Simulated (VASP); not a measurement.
# TaN (P6_3mc) in VASP: relaxation of shape and atoms at fixed volume with PBE+U

Aim: the relaxation of shape and atoms at fixed volume of TaN with PBE+U.

All numbers are computed with VASP 6.6.1; they aren't measurements. Logs are shortened: lines on timing, memory, paths and dates and some standing lists are left out, and cuts for length are marked.

## 1. The cell of the first run

It takes space group P6_3mc (No. 186, hexagonal). The conventional cell has a = 3.175 Å, b = 3.175 Å, c = 6.140 Å, α = 90.00°, β = 90.00°, γ = 120.00°. Ta (site symmetry 3m) has 4 N at 1.99 to 2.13 Å within 2.6 Å. N (site symmetry 3m) has 4 Ta at 1.99 to 2.13 Å within 2.6 Å.

## 2. Relaxation of shape and atoms at fixed volume, PBE+U

INCAR reads:

```
SYSTEM = TaN
ALGO = Normal
EDIFF = 1E-6
EDIFFG = -0.001
ENCUT = 600
GGA = PE
IBRION = 2
ISIF = 4
ISMEAR = -4
LASPH = .True.
LCHARG = .False.
LDAU = .True.
LDAUJ = 0 0
LDAUL = 2 -1
LDAUPRINT = 1
LDAUTYPE = 2
LDAUU = 4 0
LMAXMIX = 4
LREAL = .False.
LWAVE = .False.
NELM = 150
NSW = 80
PREC = Accurate
SIGMA = 0.15
```

KPOINTS reads:

```
k-points
0
Gamma
  18 18 8
  0 0 0
```

POSCAR reads:

```
TaN
1.0
    3.1750835012      0.0000000000      0.0000000000
   -1.5875417506      2.7497029712      0.0000000000
    0.0000000000      0.0000000000      6.1401005345
Ta N
2 2
Direct
    0.3333333333      0.6666666667      0.0301068634
    0.6666666667      0.3333333333      0.5301068634
    0.3333333333      0.6666666667      0.3548931366
    0.6666666667      0.3333333333      0.8548931366
```

Potentials or basis: VASP PAW PBE potentials, release 64 (Ta_pv, N).

On the command line:

```bash
$ cat potpaw_PBE.64/Ta_pv/POTCAR potpaw_PBE.64/N/POTCAR > POTCAR
$ mpirun -np 1 vasp_std > vasp.out
```

OUTCAR:

```text
SYSTEM = TaN
   EDIFF = 1E-6
   EDIFFG = -0.001
   ENCUT = 600
   GGA = PE
   IBRION = 2
   ISIF = 4
   ISMEAR = -4
   LASPH = .True.
   LREAL = .False.
   NELM = 150
   NSW = 80
   PREC = Accurate

 ion  position               nearest neighbor table
   1  0.333  0.667  0.030-   3 1.99   4 2.13   4 2.13   4 2.13   2 3.58   2 3.58   2 3.58   2 3.58
                             2 3.58   2 3.58
   2  0.667  0.333  0.530-   4 1.99   3 2.13   3 2.13   3 2.13   1 3.58   1 3.58   1 3.58   1 3.58
                             1 3.58   1 3.58
   3  0.333  0.667  0.355-   1 1.99   2 2.13   2 2.13   2 2.13
   4  0.667  0.333  0.855-   2 1.99   1 2.13   1 2.13   1 2.13

  LATTYP: Found a hexagonal cell.
 ALAT       =     3.1750835012
 C/A-ratio  =     1.9338390730

  Lattice vectors:

 A1 = (   3.1750835012,   0.0000000000,   0.0000000000)
 A2 = (  -1.5875417506,   2.7497029712,   0.0000000000)
 A3 = (   0.0000000000,   0.0000000000,   6.1401005345)

Analysis of symmetry for initial positions (statically):
=====================================================================
 Subroutine PRICEL returns:
 Original cell was already a primitive cell.

 Routine SETGRP: Setting up the symmetry group for a
 hexagonal supercell.

 Subroutine GETGRP returns: Found 12 space group operations
 (whereof  6 operations were pure point group operations)
 out of a pool of 24 trial point group operations.

The static configuration has the point symmetry C_3v.
 The point group associated with its full space group is C_6v.

Analysis of symmetry for dynamics (positions and initial velocities):
=====================================================================
 Subroutine PRICEL returns:
 Original cell was already a primitive cell.

 Routine SETGRP: Setting up the symmetry group for a
 hexagonal supercell.

 Subroutine GETGRP returns: Found 12 space group operations
 (whereof  6 operations were pure point group operations)
 out of a pool of 24 trial point group operations.

The dynamic configuration has the point symmetry C_3v.
 The point group associated with its full space group is C_6v.

 Subroutine INISYM returns: Found 12 space group operations
 (whereof  6 operations are pure point group operations),
 and found     1 'primitive' translations

----------------------------------------------------------------------------------------

                                     Primitive cell

  volume of cell :      53.6064

  direct lattice vectors                    reciprocal lattice vectors
     3.175083501  0.000000000  0.000000000     0.314952347  0.181837822  0.000000000
    -1.587541751  2.749702971  0.000000000     0.000000000  0.363675644  0.000000000
     0.000000000  0.000000000  6.140100535     0.000000000  0.000000000  0.162863783

  length of vectors
     3.175083501  3.175083501  6.140100535     0.363675644  0.363675644  0.162863783

  position of ions in fractional coordinates (direct lattice)
     0.333333333  0.666666667  0.030106863
     0.666666667  0.333333333  0.530106863
     0.333333333  0.666666667  0.354893137
     0.666666667  0.333333333  0.854893137

  ion indices of the primitive-cell ions
   primitive index   ion index
                 1           1
                 2           2
                 3           3
                 4           4

----------------------------------------------------------------------------------------

 KPOINTS: k-points

Automatic generation of k-mesh.
 Grid dimensions read from file:
 generate k-points for:   18   18    8

 Generating k-lattice:

  Cartesian coordinates                     Fractional coordinates (reciprocal lattice)
     0.017497353  0.010102101  0.000000000     0.055555556 -0.000000000  0.000000000
     0.000000000  0.020204202  0.000000000     0.000000000  0.055555556  0.000000000
     0.000000000  0.000000000  0.020357973     0.000000000  0.000000000  0.125000000

  Length of vectors
     0.020204202  0.020204202  0.020357973

  Shift w.r.t. Gamma in fractional coordinates (k-lattice)
[... 84 lines left out ...]
   LHFCALC =     F    Hartree Fock is set to
   AEXX    =    0.0000 exact exchange contribution
   IVDW    =     0    specifies the selected vdW correction
   LEPSILON=     F    determine dielectric tensor
   LRPA    =     F    only Hartree local field effects (RPA)
 conjugate gradient relaxation of ions
 non-spin polarized calculation
 Fermi weights with tetrahedron method witout Bloechl corrections
  energy-cutoff  :      600.00
  volume of cell :       53.61
 maximum number of plane-waves:      1810
 NGX is ok and might be reduce to    28
   NGX = 13   NGY = 13   NGZ = 25

--------------------------------------- Ionic step        1  -------------------------------------------

 number of electron      32.0000003 magnetization

 Free energy of the ion-electron system (eV)
  ---------------------------------------------------
  ext. energy  EPLUGINS =         0.00000000
  ---------------------------------------------------
  free energy    TOTEN  =       -36.38696433 eV

  energy without entropy =      -36.38696433  energy(sigma->0) =      -36.38696433

------------------------ aborting loop because EDIFF is reached ----------------------------------------

  FORCE on cell =-STRESS in cart. coord.  units (eV):
  Direction    XX          YY          ZZ          XY          YZ          ZX
  --------------------------------------------------------------------------------------
  -------------------------------------------------------------------------------------
  Total        1.4154799      1.4154799      2.1103854     -0.0000000     -0.0000000      0.0000000
  in kB       42.3056015     42.3056015     63.0748092     -0.0000000     -0.0000000      0.0000000
  external PRESSURE =      49.2286707 kB  Pullay stress =       0.0000000 kB
[... 95 lines left out ...]
  FREE ENERGIE OF THE ION-ELECTRON SYSTEM (eV)
  ---------------------------------------------------
  free  energy   TOTEN  =       -36.3947933414 eV

  energy  without entropy=      -36.3947933414  energy(sigma->0) =      -36.39479334

[... ionic steps 4 to 8 ...]

--------------------------------------- Ionic step        9  -------------------------------------------

 number of electron      31.9999999 magnetization

------------------------ aborting loop because EDIFF is reached ----------------------------------------
[... 65 lines left out ...]
  FREE ENERGIE OF THE ION-ELECTRON SYSTEM (eV)
  ---------------------------------------------------
  free  energy   TOTEN  =       -36.3970686828 eV

  energy  without entropy=      -36.3970686828  energy(sigma->0) =      -36.39706868

atom =   1  type =  1  l = 2

 onsite density matrix

spin component  1

  0.2281 -0.0000 -0.0000  0.0445 -0.0000
 -0.0000  0.1808  0.0000  0.0000  0.0445
 -0.0000  0.0000  0.2800 -0.0000  0.0000
  0.0445  0.0000 -0.0000  0.1808 -0.0000
 -0.0000  0.0445  0.0000 -0.0000  0.2281

spin component  2

  0.2281 -0.0000 -0.0000  0.0445 -0.0000
 -0.0000  0.1808  0.0000  0.0000  0.0445
 -0.0000  0.0000  0.2800 -0.0000  0.0000
  0.0445  0.0000 -0.0000  0.1808 -0.0000
 -0.0000  0.0445  0.0000 -0.0000  0.2281

 occupancies and eigenvectors

  o =  0.1541  v =  0.5149 -0.0000  0.0000 -0.8573  0.0000  0.0000  0.0000  0.0000  0.0000  0.0000      0.0000  0.0000  0.0000  0.0000  0.0000  0.0000  0.0000  0.0000  0.0000  0.0000
  o =  0.1541  v =  0.0000  0.0000  0.0000  0.0000  0.0000  0.5149 -0.0000  0.0000 -0.8573  0.0000      0.0000  0.0000  0.0000  0.0000  0.0000  0.0000  0.0000  0.0000  0.0000  0.0000
  o =  0.1541  v =  0.0000 -0.8573 -0.0000  0.0000  0.5149  0.0000  0.0000  0.0000  0.0000  0.0000      0.0000  0.0000  0.0000  0.0000  0.0000  0.0000  0.0000  0.0000  0.0000  0.0000
  o =  0.1541  v =  0.0000  0.0000  0.0000  0.0000  0.0000  0.0000 -0.8573 -0.0000  0.0000  0.5149      0.0000  0.0000  0.0000  0.0000  0.0000  0.0000  0.0000  0.0000  0.0000  0.0000
  o =  0.2549  v =  0.0000  0.0000  0.0000  0.0000  0.0000 -0.8573 -0.0000 -0.0000 -0.5149 -0.0000      0.0000  0.0000  0.0000  0.0000  0.0000  0.0000  0.0000  0.0000  0.0000  0.0000
  o =  0.2549  v = -0.8573 -0.0000 -0.0000 -0.5149 -0.0000  0.0000  0.0000  0.0000  0.0000  0.0000      0.0000  0.0000  0.0000  0.0000  0.0000  0.0000  0.0000  0.0000  0.0000  0.0000
  o =  0.2549  v =  0.0000 -0.5149  0.0000  0.0000 -0.8573  0.0000  0.0000  0.0000  0.0000  0.0000      0.0000  0.0000  0.0000  0.0000  0.0000  0.0000  0.0000  0.0000  0.0000  0.0000
  o =  0.2549  v =  0.0000  0.0000  0.0000  0.0000  0.0000  0.0000 -0.5149  0.0000  0.0000 -0.8573      0.0000  0.0000  0.0000  0.0000  0.0000  0.0000  0.0000  0.0000  0.0000  0.0000
  o =  0.2800  v = -0.0000  0.0000  1.0000 -0.0000  0.0000  0.0000  0.0000  0.0000  0.0000  0.0000      0.0000  0.0000  0.0000  0.0000  0.0000  0.0000  0.0000  0.0000  0.0000  0.0000
  o =  0.2800  v =  0.0000  0.0000  0.0000  0.0000  0.0000 -0.0000  0.0000  1.0000 -0.0000  0.0000      0.0000  0.0000  0.0000  0.0000  0.0000  0.0000  0.0000  0.0000  0.0000  0.0000

atom =   2  type =  1  l = 2

 onsite density matrix

spin component  1

  0.2281  0.0000 -0.0000 -0.0445 -0.0000
  0.0000  0.1808 -0.0000  0.0000 -0.0445
 -0.0000 -0.0000  0.2800 -0.0000  0.0000
 -0.0445  0.0000 -0.0000  0.1808  0.0000
 -0.0000 -0.0445  0.0000  0.0000  0.2281

spin component  2

  0.2281  0.0000 -0.0000 -0.0445 -0.0000
  0.0000  0.1808 -0.0000  0.0000 -0.0445
 -0.0000 -0.0000  0.2800 -0.0000  0.0000
 -0.0445  0.0000 -0.0000  0.1808  0.0000
 -0.0000 -0.0445  0.0000  0.0000  0.2281

 occupancies and eigenvectors

  o =  0.1541  v = -0.5149  0.0000 -0.0000 -0.8573 -0.0000  0.0000  0.0000  0.0000  0.0000  0.0000      0.0000  0.0000  0.0000  0.0000  0.0000  0.0000  0.0000  0.0000  0.0000  0.0000
  o =  0.1541  v =  0.0000  0.0000  0.0000  0.0000  0.0000 -0.5149  0.0000 -0.0000 -0.8573 -0.0000      0.0000  0.0000  0.0000  0.0000  0.0000  0.0000  0.0000  0.0000  0.0000  0.0000
  o =  0.1541  v =  0.0000  0.8573 -0.0000 -0.0000  0.5149  0.0000  0.0000  0.0000  0.0000  0.0000      0.0000  0.0000  0.0000  0.0000  0.0000  0.0000  0.0000  0.0000  0.0000  0.0000
  o =  0.1541  v =  0.0000  0.0000  0.0000  0.0000  0.0000  0.0000  0.8573 -0.0000 -0.0000  0.5149      0.0000  0.0000  0.0000  0.0000  0.0000  0.0000  0.0000  0.0000  0.0000  0.0000
  o =  0.2549  v =  0.0000  0.0000  0.0000  0.0000  0.0000 -0.8573  0.0000  0.0000  0.5149  0.0000      0.0000  0.0000  0.0000  0.0000  0.0000  0.0000  0.0000  0.0000  0.0000  0.0000
  o =  0.2549  v = -0.8573  0.0000  0.0000  0.5149  0.0000  0.0000  0.0000  0.0000  0.0000  0.0000      0.0000  0.0000  0.0000  0.0000  0.0000  0.0000  0.0000  0.0000  0.0000  0.0000
  o =  0.2549  v =  0.0000  0.0000  0.0000  0.0000  0.0000  0.0000 -0.5149 -0.0000 -0.0000  0.8573      0.0000  0.0000  0.0000  0.0000  0.0000  0.0000  0.0000  0.0000  0.0000  0.0000
  o =  0.2549  v =  0.0000 -0.5149 -0.0000 -0.0000  0.8573  0.0000  0.0000  0.0000  0.0000  0.0000      0.0000  0.0000  0.0000  0.0000  0.0000  0.0000  0.0000  0.0000  0.0000  0.0000
  o =  0.2800  v =  0.0000  0.0000 -1.0000  0.0000 -0.0000  0.0000  0.0000  0.0000  0.0000  0.0000      0.0000  0.0000  0.0000  0.0000  0.0000  0.0000  0.0000  0.0000  0.0000  0.0000
  o =  0.2800  v =  0.0000  0.0000  0.0000  0.0000  0.0000  0.0000  0.0000 -1.0000  0.0000 -0.0000      0.0000  0.0000  0.0000  0.0000  0.0000  0.0000  0.0000  0.0000  0.0000  0.0000

--------------------------------------- Ionic step       11  -------------------------------------------

 number of electron      31.9999999 magnetization

 Free energy of the ion-electron system (eV)
  ---------------------------------------------------
  ext. energy  EPLUGINS =         0.00000000
  ---------------------------------------------------
  free energy    TOTEN  =       -36.39706977 eV

  energy without entropy =      -36.39706977  energy(sigma->0) =      -36.39706977

 E-fermi :   6.5149     XC(G=0): -12.0287

 val. band max:        6.5062959718   @ k =   0.0556   0.0556   0.5000
 cond. band min:       6.5539521347   @ k =   0.1111   0.0556   0.0000
 fundamental gap:      0.0476561629
 Fermi energy:         6.5149381809

 k-point     1 :       0.0000    0.0000    0.0000
  band No.  band energies     occupation
      1     -29.8447      2.00000
      2     -29.5765      2.00000
      3     -29.3523      2.00000
      4     -29.3523      2.00000
      5     -29.3304      2.00000
      6     -29.3304      2.00000
[... 541 lines left out ...]
     19       9.5617      0.00000
     20      10.1471      0.00000

 [... further k-points ...]

------------------------ aborting loop because EDIFF is reached ----------------------------------------

  FORCE on cell =-STRESS in cart. coord.  units (eV):
  Direction    XX          YY          ZZ          XY          YZ          ZX
  --------------------------------------------------------------------------------------
  -------------------------------------------------------------------------------------
  Total        1.4052131      1.4052131      1.4007696      0.0000000      0.0000000      0.0000000
  in kB       41.9987497     41.9987497     41.8659423      0.0000000      0.0000000      0.0000000
  external PRESSURE =      41.9544806 kB  Pullay stress =       0.0000000 kB
[... 19 lines left out ...]
  FREE ENERGIE OF THE ION-ELECTRON SYSTEM (eV)
  ---------------------------------------------------
  free  energy   TOTEN  =       -36.3970697656 eV

  energy  without entropy=      -36.3970697656  energy(sigma->0) =      -36.39706977

 reached required accuracy - stopping structural energy minimisation
```

Wall time 32 min (1 thread of Oxide Virtual Turin-like, shared host); peak memory 0.34 GiB.

What came out:

| Quantity | Value |
| --- | --- |
| Free energy | -36.3971 eV |
| Energy gained by relaxing | 2.5 meV/atom |
| Ionic steps | 11 |
| Pressure after relaxing | 4.2 GPa |
| Band gap on the k mesh | 0.05 eV (least direct gap 0.22 eV) |

The path:
```csv
step,energy change (eV),largest force (eV/Å),pressure (GPa),volume (Å³)
1,0.0000,0.2546,4.92,53.61
2,-0.0078,0.1466,4.61,53.61
3,-0.0078,0.1132,4.64,53.61
4,-0.0070,0.1087,3.69,53.61
5,-0.0101,0.0082,4.19,53.61
6,-0.0101,0.0101,4.20,53.61
7,-0.0101,0.0069,4.21,53.61
8,-0.0101,0.0023,4.21,53.61
9,-0.0101,0.0029,4.20,53.61
10,-0.0101,0.0044,4.19,53.61
11,-0.0101,0.0009,4.20,53.61
```

Final structure:
```
Ta N
1.0
     3.15906    0.00000    0.00000
    -1.57953    2.73583    0.00000
     0.00000    0.00000    6.20254
Ta N
2 2
Cartesian
  0.0000 1.8239 0.1990
  1.5795 0.9119 3.3002
  0.0000 1.8239 2.1890
  1.5795 0.9119 5.2903
```

Levels at points of the mesh, in eV from the valence-band top:
| k point | band 13 | band 14 | band 15 | band 16 | band 17 | band 18 | band 19 | band 20 |
| --- | --- | --- | --- | --- | --- | --- | --- | --- |
| (0.00, 0.00, 0.00) | -4.13 | -4.13 | -1.12 | -0.71 | 0.66 | 0.66 | 2.71 | 2.71 |
| (0.50, 0.00, 0.00) | -4.79 | -3.50 | -2.02 | -0.63 | 1.22 | 2.34 | 3.05 | 3.88 |
| (0.00, 0.00, 0.50) | -4.58 | -4.58 | -0.05 | -0.05 | 1.42 | 1.42 | 1.42 | 1.42 |
| (0.50, 0.00, 0.50) | -4.45 | -4.45 | -0.90 | -0.90 | 1.57 | 1.57 | 3.78 | 3.78 |

Eigenvalues of the final occupation matrices:
```tsv
site	spin	trace	eigenvalues
site 1 d	1	1.10	0.15 0.15 0.25 0.25 0.28
site 1 d	2	1.10	0.15 0.15 0.25 0.25 0.28
site 2 d	1	1.10	0.15 0.15 0.25 0.25 0.28
site 2 d	2	1.10	0.15 0.15 0.25 0.25 0.28
```

Caveat: spin-orbit coupling is left out, which moves the levels of the heavy elements. A k mesh can miss the band edges.
